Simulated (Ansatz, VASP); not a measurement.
**Two plane-wave programs on NbInS4**

```
Nb In S
1.0
     4.27667    0.00000    0.00000
    -2.13834    3.70371    0.00000
     0.00000    0.00000   10.28014
Nb In S
1 1 4
Direct
  0.00000 0.00000 0.00000
  0.00000 0.00000 0.50000
  0.33333 0.66667 0.10852
  0.66667 0.33333 0.10852
  0.66667 0.33333 0.89148
  0.33333 0.66667 0.89148
```

Alike in both runs: task single point; functional PBE; k mesh 6 × 6 × 2; occupations gaussian, width 0.1 eV; no spin polarisation.

|  | VASP | Ansatz |
| --- | --- | --- |
| version | VASP 6.6.1 | Ansatz 0.2.0 |
| potentials or method | VASP PAW PBE potentials, release 64 (Nb_sv, In_d, S), cutoff 520 eV | scalar-relativistic, plane waves, PAW |
| valence electrons in the cell | 50 | 50 |

Ansatz gave:

```
gap on the k mesh at the Fermi level (eV)                     : none
pressure (GPa)                                                : 4.1
traceless stress, the component that is largest in VASP (GPa) : -1.70
rms of the force components (eV/Å)                            : 0.486
```

Estimate VASP's values.

gap on the k mesh at the Fermi level (eV): none; pressure (GPa): 3.8; traceless stress, the component that is largest in VASP (GPa): -1.83; rms of the force components (eV/Å): 0.451.

Atom by atom the forces differ by 0.035 eV/Å (rms over components). A gap of «none» marks a metal or a gap that the smearing closes.
